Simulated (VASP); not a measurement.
# Al (Fm-3m) in VASP: further runs

Runs on Al. Level: PBE. Tasks: single point.

All numbers are computed with VASP 6.6.1; they aren't measurements. Logs are shortened: lines on timing, memory, paths and dates and some standing lists are left out, and cuts for length are marked.

## (1) The cell of the first run

It takes space group Fm-3m (No. 225, cubic). The conventional cell has a = 4.050 Å, b = 4.050 Å, c = 4.050 Å, α = 90.00°, β = 90.00°, γ = 90.00°. Within 3.8 Å of Al (site symmetry m-3m) lie 12 Al at 2.86 Å.

## (2) Single point, PBE

INCAR

```
PREC = Accurate
ENCUT = 500
EDIFF = 1E-6
ISMEAR = -1
SIGMA = 0.15
LREAL = F
LASPH = T
NELM = 120
ALGO = Normal
ISIF = 2
LWAVE = F
LCHARG = T
GGA = PE
LELF = T
LVHAR = T
NBANDS = 8
GGA_COMPAT = F
```

KPOINTS

```
regular mesh
0
Gamma
  6 6 6
```

POSCAR

```
Al
1.0
    0.0000000000      2.0248050000      2.0248050000
    2.0248050000      0.0000000000      2.0248050000
    2.0248050000      2.0248050000      0.0000000000
Al
1
Direct
    0.0000000000      0.0000000000      0.0000000000
```

Potentials or basis: VASP PAW PBE potentials, release 64 (Al).

Launch:

```console
cat potpaw_PBE.64/Al/POTCAR > POTCAR
mpirun -np 1 vasp_std > vasp.out
```

OUTCAR:

```text
PREC = Accurate
   ENCUT = 500
   EDIFF = 1E-6
   ISMEAR = -1
   LREAL = F
   LASPH = T
   NELM = 120
   ISIF = 2
   GGA = PE

 ion  position               nearest neighbor table
   1  0.000  0.000  0.000-

  LATTYP: Found a face centered cubic cell.
 ALAT       =     4.0496100000

  Lattice vectors:

 A1 = (   0.0000000000,   2.0248050000,   2.0248050000)
 A2 = (   2.0248050000,   0.0000000000,   2.0248050000)
 A3 = (   2.0248050000,   2.0248050000,   0.0000000000)

Analysis of symmetry for initial positions (statically):
=====================================================================
 Subroutine PRICEL returns:
 Original cell was already a primitive cell.

 Routine SETGRP: Setting up the symmetry group for a
 face centered cubic supercell.

 Subroutine GETGRP returns: Found 48 space group operations
 (whereof 48 operations were pure point group operations)
 out of a pool of 48 trial point group operations.

The static configuration has the point symmetry O_h .

Analysis of symmetry for dynamics (positions and initial velocities):
=====================================================================
 Subroutine PRICEL returns:
 Original cell was already a primitive cell.

 Routine SETGRP: Setting up the symmetry group for a
 face centered cubic supercell.

 Subroutine GETGRP returns: Found 48 space group operations
 (whereof 48 operations were pure point group operations)
 out of a pool of 48 trial point group operations.

The dynamic configuration has the point symmetry O_h .

 Subroutine INISYM returns: Found 48 space group operations
 (whereof 48 operations are pure point group operations),
 and found     1 'primitive' translations

----------------------------------------------------------------------------------------

                                     Primitive cell

  volume of cell :      16.6027

  direct lattice vectors                    reciprocal lattice vectors
     0.000000000  2.024805000  2.024805000    -0.246937359  0.246937359  0.246937359
     2.024805000  0.000000000  2.024805000     0.246937359 -0.246937359  0.246937359
     2.024805000  2.024805000  0.000000000     0.246937359  0.246937359 -0.246937359

  length of vectors
     2.863506692  2.863506692  2.863506692     0.427708053  0.427708053  0.427708053

  position of ions in fractional coordinates (direct lattice)
     0.000000000  0.000000000  0.000000000

  ion indices of the primitive-cell ions
   primitive index   ion index
                 1           1

----------------------------------------------------------------------------------------

 KPOINTS: regular mesh

Automatic generation of k-mesh.
 Grid dimensions read from file:
 generate k-points for:    6    6    6

 Generating k-lattice:

  Cartesian coordinates                     Fractional coordinates (reciprocal lattice)
    -0.041156227  0.041156227  0.041156227     0.166666667  0.000000000  0.000000000
     0.041156227 -0.041156227  0.041156227     0.000000000  0.166666667  0.000000000
     0.041156227  0.041156227 -0.041156227     0.000000000  0.000000000  0.166666667

  Length of vectors
     0.071284675  0.071284675  0.071284675

  Shift w.r.t. Gamma in fractional coordinates (k-lattice)
     0.000000000  0.000000000  0.000000000

 Subroutine IBZKPT returns following result:
 ===========================================

 Found     16 irreducible k-points:

 Following reciprocal coordinates:
            Coordinates               Weight
  0.000000  0.000000  0.000000      1.000000
  0.166667  0.000000  0.000000      8.000000
  0.333333  0.000000  0.000000      8.000000
  0.500000  0.000000  0.000000      4.000000
  0.166667  0.166667  0.000000      6.000000
  0.333333  0.166667  0.000000     24.000000
  0.500000  0.166667  0.000000     24.000000
 -0.333333  0.166667  0.000000     24.000000
 -0.166667  0.166667  0.000000     12.000000
  0.333333  0.333333  0.000000      6.000000
  0.500000  0.333333  0.000000     24.000000
 -0.333333  0.333333  0.000000     12.000000
  0.500000  0.500000  0.000000      3.000000
  0.500000  0.333333  0.166667     24.000000
 -0.333333  0.333333  0.166667     24.000000
 -0.333333  0.500000  0.166667     12.000000
   k-points           NKPTS =     16   k-points in BZ     NKDIM =     16   number of bands    NBANDS=      8
   number of dos      NEDOS =    301   number of ions     NIONS =      1
   total plane-waves  NPLWV =  13824
   dimension x,y,z NGX =    24 NGY =   24 NGZ =   24
   dimension x,y,z NGXF=    48 NGYF=   48 NGZF=   48
   ions per type =               1
   NGX,Y,Z   is equivalent  to a cutoff of  13.93, 13.93, 13.93 a.u.
   NGXF,Y,Z  is equivalent  to a cutoff of  27.87, 27.87, 27.87 a.u.
 SYSTEM =  unknown system
   PREC   = accura    normal or accurate (medium, high low for compatibility)
   ISTART =      0    job   : 0-new  1-cont  2-samecut
   ICHARG =      2    charge: 1-file 2-atom 10-const
   ISPIN  =      1    spin polarized calculation?
   LNONCOLLINEAR =      F non collinear calculations
   LSORBIT =      F    spin-orbit coupling
   LASPH  =      T    aspherical Exc in radial PAW
   ENCUT  =  500.0 eV  36.75 Ry    6.06 a.u.   5.22  5.22  5.22*2*pi/ulx,y,z
   NELM   =    120;   NELMIN=  2; NELMDL= -5     # of ELM steps
   EDIFF  = 0.1E-05   stopping-criterion for ELM
   LREAL  =      F    real-space projection
[... 7 lines left out ...]
   TEBEG  =    0.0;   TEEND  =   0.0 temperature during run
   PSTRESS=    0.0 pullay stress
   NELECT =       3.0000    total number of electrons
   NUPDOWN=      -1.0000    fix difference up-down
   EMIN   =  10.00;   EMAX   =-10.00  energy-range for DOS
   EFERMI =   0.00;   METHOD = LEGACY
   ISMEAR =    -1;   SIGMA  =   0.15  broadening in eV -4-tet -1-fermi 0-gaus
   EFERMI_NEDOS =   21; number of points for ismear=-14 and -15
   IALGO  =     38    algorithm
   IMIX   =      4    mixing-type and parameters
     AMIX     =   0.40;   BMIX     =  1.00
     AMIX_MAG =   1.60;   BMIX_MAG =  1.00
  volume/ion in A,a.u.               =      16.60       112.04
  Fermi-wavevector in a.u.,A,eV,Ry     =   0.925526  1.748991 11.654733  0.856599
  Thomas-Fermi vector in A             =   2.051390
   LORBIT       =      0    0 simple, 1 ext, 2 COOP (PROOUT), +10 PAW based schemes
   GGA     = PE    functional components
   LHFCALC =     F    Hartree Fock is set to
   AEXX    =    0.0000 exact exchange contribution
   IVDW    =     0    specifies the selected vdW correction
   LEPSILON=     F    determine dielectric tensor
   LRPA    =     F    only Hartree local field effects (RPA)
 non-spin polarized calculation
  energy-cutoff  :      500.00
  volume of cell :       16.60
 maximum number of plane-waves:       444
 NGX is ok and might be reduce to    24
   NGX = 11   NGY = 11   NGZ = 11

 number of electron       3.0000000 magnetization

 Free energy of the ion-electron system (eV)
  ---------------------------------------------------
  ext. energy  EPLUGINS =         0.00000000
  ---------------------------------------------------
  free energy    TOTEN  =        -3.82418607 eV

  energy without entropy =       -3.80541649  energy(sigma->0) =       -3.81480128

 E-fermi :   8.1771     XC(G=0): -10.1745

 val. band max:        7.2850577788   @ k =  -0.3333   0.5000   0.1667
 cond. band min:       8.3191293635   @ k =  -0.3333   0.3333   0.0000
 fundamental gap:      1.0340715848
 Fermi energy:         8.1771405224

 k-point     1 :       0.0000    0.0000    0.0000
  band No.  band energies     occupation
      1      -3.1567      2.00000
      2      20.5194      0.00000
      3      20.5194      0.00000
      4      20.5194      0.00000
      5      21.9657      0.00000
      6      21.9657      0.00000
      7      21.9657      0.00000
      8      24.3534      0.00000

 k-point     2 :       0.1667    0.0000    0.0000
  band No.  band energies     occupation
      1      -2.4063      2.00000
      2      14.5527      0.00000
      3      19.2400      0.00000
      4      19.2400      0.00000
      5      22.4604      0.00000
      6      23.8895      0.00000
      7      23.8895      0.00000
      8      25.1524      0.00000

 k-point     3 :       0.3333    0.0000    0.0000
  band No.  band energies     occupation
      1      -0.1785      2.00000
      2       8.4284      0.31553
      3      18.6587      0.00000
      4      18.6587      0.00000
      5      21.2445      0.00000
      6      21.2445      0.00000
      7      22.2086      0.00000
      8      25.2001      0.00000

 k-point     4 :       0.5000    0.0000    0.0000
  band No.  band energies     occupation
      1       3.3670      2.00000
      2       3.5633      2.00000
      3      19.2790      0.00000
      4      19.2790      0.00000
      5      19.3673      0.00000
      6      19.3673      0.00000
      7      23.0221      0.00000
      8      23.1351      0.00000

 k-point     5 :       0.1667    0.1667    0.0000
  band No.  band energies     occupation
      1      -2.1570      2.00000
      2      16.9099      0.00000
      3      16.9099      0.00000
      4      17.0803      0.00000
      5      20.1476      0.00000
      6      20.3763      0.00000
      7      26.9480      0.00000
      8      26.9480      0.00000

 k-point     6 :       0.3333    0.1667    0.0000
  band No.  band energies     occupation
      1      -0.4246      2.00000
      2      10.9249      0.00000
      3      15.8540      0.00000
      4      16.5868      0.00000
      5      17.4977      0.00000
      6      22.3799      0.00000
      7      26.0344      0.00000
      8      27.5592      0.00000

 k-point     7 :       0.5000    0.1667    0.0000
  band No.  band energies     occupation
      1       2.7357      2.00000
      2       5.6093      2.00000
      3      14.1284      0.00000
      4      16.0803      0.00000
      5      17.8588      0.00000
      6      23.8515      0.00000
      7      26.1483      0.00000
      8      28.1440      0.00000

 k-point     8 :      -0.3333    0.1667    0.0000
  band No.  band energies     occupation
      1       1.5302      2.00000
      2       7.2344      1.99628
      3      13.0198      0.00000
      4      17.5900      0.00000
      5      19.5148      0.00000
      6      22.7864      0.00000
      7      25.4095      0.00000
      8      27.9463      0.00000

 k-point     9 :      -0.1667    0.1667    0.0000
  band No.  band energies     occupation
      1      -1.1644      2.00000
      2      12.4067      0.00000
      3      13.8063      0.00000
      4      20.3410      0.00000
      5      22.3598      0.00000
      6      22.4619      0.00000
      7      23.6659      0.00000
      8      24.5576      0.00000

 k-point    10 :       0.3333    0.3333    0.0000
  band No.  band energies     occupation
      1       0.7982      2.00000
      2      12.2979      0.00000
      3      14.1769      0.00000
      4      14.3536      0.00000
      5      14.3536      0.00000
      6      17.8414      0.00000
      7      30.8048      0.00000
      8      32.1748      0.00000

 k-point    11 :       0.5000    0.3333    0.0000
  band No.  band energies     occupation
      1       3.4364      2.00000
      2       8.9675      0.01024
      3       9.4278      0.00048
      4      14.1439      0.00000
      5      15.6497      0.00000
      6      20.8060      0.00000
      7      29.4413      0.00000
      8      31.8275      0.00000

 k-point    12 :      -0.3333    0.3333    0.0000
  band No.  band energies     occupation
      1       4.6423      2.00000
      2       6.8659      1.99968
      3       8.3191      0.55914
      4      15.2211      0.00000
      5      16.9828      0.00000
      6      26.5489      0.00000
      7      28.1146      0.00000
      8      28.1319      0.00000

 k-point    13 :       0.5000    0.5000    0.0000
  band No.  band energies     occupation
      1       5.0258      2.00000
      2       6.3359      1.99999
      3      13.1900      0.00000
      4      13.5008      0.00000
      5      13.5008      0.00000
      6      16.9464      0.00000
      7      33.2465      0.00000
      8      34.7510      0.00000

 k-point    14 :       0.5000    0.3333    0.1667
  band No.  band energies     occupation
      1       1.7704      2.00000
      2       9.6356      0.00012
      3      11.0853      0.00000
      4      13.2831      0.00000
      5      20.7094      0.00000
      6      22.3332      0.00000
      7      24.3029      0.00000
      8      30.9269      0.00000

 k-point    15 :      -0.3333    0.3333    0.1667
  band No.  band energies     occupation
      1       5.2149      2.00000
      2       5.4699      2.00000
      3      10.9319      0.00000
      4      11.4855      0.00000
      5      21.9017      0.00000
      6      22.3901      0.00000
      7      26.8087      0.00000
      8      27.9450      0.00000

 k-point    16 :      -0.3333    0.5000    0.1667
  band No.  band energies     occupation
      1       5.9450      2.00000
      2       7.2851      1.99479
      3       8.7116      0.05514
      4      10.2658      0.00000
      5      19.8230      0.00000
      6      21.6471      0.00000
      7      27.9159      0.00000
      8      28.9438      0.00000

------------------------ aborting loop because EDIFF is reached ----------------------------------------

  FORCE on cell =-STRESS in cart. coord.  units (eV):
  Direction    XX          YY          ZZ          XY          YZ          ZX
  --------------------------------------------------------------------------------------
  -------------------------------------------------------------------------------------
  Total       -0.0230745     -0.0230745     -0.0230745      0.0000000     -0.0000000     -0.0000000
  in kB       -2.2267091     -2.2267091     -2.2267091      0.0000000     -0.0000000     -0.0000000
  external PRESSURE =      -2.2267091 kB  Pullay stress =       0.0000000 kB

 VOLUME and BASIS-vectors are now :
 -----------------------------------------------------------------------------
  energy-cutoff  :      500.00
  volume of cell :       16.60
      direct lattice vectors                 reciprocal lattice vectors
     0.000000000  2.024805000  2.024805000    -0.246937359  0.246937359  0.246937359
     2.024805000  0.000000000  2.024805000     0.246937359 -0.246937359  0.246937359
     2.024805000  2.024805000  0.000000000     0.246937359  0.246937359 -0.246937359

 POSITION                                       TOTAL-FORCE (eV/Angst)
 -----------------------------------------------------------------------------------
      0.00000      0.00000      0.00000         0.000000      0.000000      0.000000
 -----------------------------------------------------------------------------------
    total drift:                                0.000000      0.000000     -0.000000

  FREE ENERGIE OF THE ION-ELECTRON SYSTEM (eV)
  ---------------------------------------------------
  free  energy   TOTEN  =        -3.8241860667 eV

  energy  without entropy=       -3.8054164948  energy(sigma->0) =       -3.81480128
```

Wall time 2 s (1 thread of AMD EPYC 9R45 (Zen 5), shared host); peak memory 0.09 GiB.

Results:

```yaml
Free_energy: -3.8242 eV
Pressure: -0.2 GPa
Band_gap_on_the_k_mesh: zero (an odd number of electrons rules out a gap without spin polarisation)
```

Levels at points of the mesh, in eV from the Fermi level:
```csv
k point,band 1,band 2,band 3,band 4,band 5,band 6
"(0.00, 0.00, 0.00)",-11.33,12.34,12.34,12.34,13.79,13.79
"(0.50, 0.00, 0.00)",-4.81,-4.61,11.10,11.10,11.19,11.19
"(0.50, 0.50, 0.00)",-3.15,-1.84,5.01,5.32,5.32,8.77
```

Caveat: the k points lie up to 0.45 Å⁻¹ apart, too coarse for converged energies and pressures of a metal.

[end of part 1 of 2]
